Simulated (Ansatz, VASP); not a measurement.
## One calculation of W, two programs

File INCAR:

```
PREC = Accurate
ENCUT = 520
EDIFF = 1E-8
ISMEAR = -1
SIGMA = 0.05
LREAL = F
LASPH = T
NELM = 80
ALGO = Normal
ISIF = 2
LWAVE = F
LCHARG = F
GGA = PE
LEFG = T
NBANDS = 13
```

The input KPOINTS:

```
Automatic mesh
0
Gamma
  14 14 14
```

POSCAR

```
W
1.0
    0.0000000000      2.0567135898      2.0567135898
    2.0567135898      0.0000000000      2.0567135898
    2.0567135898      2.0567135898      0.0000000000
W
1
Direct
    0.0000000000      0.0000000000      0.0000000000
```

Input for Ansatz:

```yaml
crystal:
  lattice:
    - [0.0, 2.0567135898, 2.0567135898]
    - [2.0567135898, 0.0, 2.0567135898]
    - [2.0567135898, 2.0567135898, 0.0]
  atoms:
    - { symbol: W, position: [0.0, 0.0, 0.0] }
kpoints:
  mp_grid: { grid: [14, 14, 14] }
scf:
  occupations: { method: fermi_dirac, width: 0.05 }
hamiltonian:
  xc: pbe
  pseudopotentials: { kind: all_electron, datasets: crystal }
output:
  forces: true
  stress: true
  eigenvalues: true
  efg: { contact_densities: true }
```

Change from the starting cell: volume scaled by 1.04, crystal datasets.

Alike in both runs: task electric field gradients; functional PBE; k mesh 14 × 14 × 14; occupations fermi-dirac, width 0.05 eV; no spin polarisation.

|  | VASP | Ansatz |
| --- | --- | --- |
| version | VASP 6.6.1 | Ansatz 0.2.0 |
| potentials or method | VASP PAW PBE potentials, release 64 (W_sv), cutoff 520 eV | all-electron PAW with datasets made for the crystal, scalar-relativistic |

Ansatz gave:

| Item | Value |
| --- | --- |
| pressure (GPa) | -14.1 |

Q: Estimate VASP's values.

A: Pressure (GPa): -13.9.

Ansatz ran all-electron here, and VASP with PAW potentials.

Neither program's run includes spin-orbit coupling.
